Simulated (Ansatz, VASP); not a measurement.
**Be in VASP and in Ansatz**

```
Be
1.0
     3.72167    0.00000    0.00000
     0.00000    3.72167    0.00000
     0.00000    0.00000    2.26597
Be
4
Cartesian
  1.1069 1.1069 0.0000
  2.6148 2.6148 0.0000
  0.7540 2.9677 1.1330
  2.9677 0.7540 1.1330
```

Change from the starting cell: volume scaled by 0.98, crystal datasets.

Alike in both runs: task electric field gradients; functional PBE; k mesh 9 × 9 × 14; occupations fermi-dirac, width 0.05 eV; no spin polarisation.

|  | VASP | Ansatz |
| --- | --- | --- |
| version | VASP 6.6.1 | Ansatz 0.2.0 |
| potentials or method | VASP PAW PBE potentials, release 64 (Be), cutoff 520 eV | all-electron PAW with datasets made for the crystal, scalar-relativistic |

```csv
,VASP,Ansatz,Ansatz less VASP
pressure (GPa),2.6,2.4,-0.20
"traceless stress, the component that is largest in VASP (GPa)",-0.73,-0.73,+0.001
rms of the force components (eV/Å),0.005,0.003,-0.0014
size of Vzz on the site where it differs most (V/Å²),1.8,1.5,-0.31
```

Atom by atom the forces differ by 0.001 eV/Å (rms over components). Ansatz ran all-electron here, and VASP with PAW potentials.
